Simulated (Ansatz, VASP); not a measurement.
**Sb in VASP and in Ansatz**

File INCAR:

```
SYSTEM = Sb
PREC = Accurate
ENCUT = 520
EDIFF = 1E-6
ISMEAR = -1
SIGMA = 0.05
LREAL = .False.
LASPH = .True.
NELM = 100
ALGO = Normal
ISIF = 2
LWAVE = .False.
LCHARG = .False.
GGA = PS
NBANDS = 8
```

The input KPOINTS:

```
Automatic mesh
0
Gamma
  19 19 19
  0 0 0
```

Contents of POSCAR:

```
Sb
1.0
   -1.4899500000      1.4899500000      2.4800000000
    1.4899500000     -1.4899500000      2.4800000000
    1.4899500000      1.4899500000     -2.4800000000
Sb
1
Direct
    0.0000000000      0.0000000000      0.0000000000
```

Input for Ansatz:

```yaml
crystal:
  lattice:
    - [-1.48995, 1.48995, 2.48]
    - [1.48995, -1.48995, 2.48]
    - [1.48995, 1.48995, -2.48]
  atoms:
    - { symbol: Sb, position: [0.0, 0.0, 0.0] }
kpoints:
  mp_grid: { grid: [19, 19, 19] }
  band_path:
    path:
      - [0.0, 0.0, 0.0]
      - [0.0, 0.0, 0.5]
      - [0.25, 0.25, 0.25]
      - [0.0, 0.5, 0.0]
      - [0.0, 0.0, 0.0]
      - [0.5, 0.5, -0.5]
      - [0.3402360417, 0.6597639583, -0.3402360417]
      - [-0.3402360417, 0.3402360417, 0.3402360417]
      - [0.0, 0.0, 0.0]
    npoints: 5
scf:
  occupations: { method: fermi_dirac, width: 0.05 }
hamiltonian:
  xc: pbesol
  pseudopotentials: { kind: all_electron, lapw: { basis_error: 0.00025 } }
output:
  forces: true
  stress: true
  eigenvalues: true
```

Change from the starting cell: equal xx and yy strain of -1 %.

Alike in both runs: task single point; functional PBEsol; k mesh 19 × 19 × 19; occupations fermi-dirac, width 0.05 eV; no spin polarisation.

|  | VASP | Ansatz |
| --- | --- | --- |
| version | VASP 6.6.1 | Ansatz 0.2.0 |
| potentials or method | VASP PAW PBE potentials, release 64 (Sb), cutoff 520 eV | all-electron LAPW, scalar-relativistic |

```tsv
	VASP	Ansatz	Ansatz less VASP
pressure (GPa)	18.2	18.0	-0.26
traceless stress, the component that is largest in VASP (GPa)	-2.05	-1.91	+0.142
```

VASP's potentials were made for PBE, not for PBEsol. Ansatz ran all-electron here, and VASP with PAW potentials.

Spin-orbit coupling is off throughout.
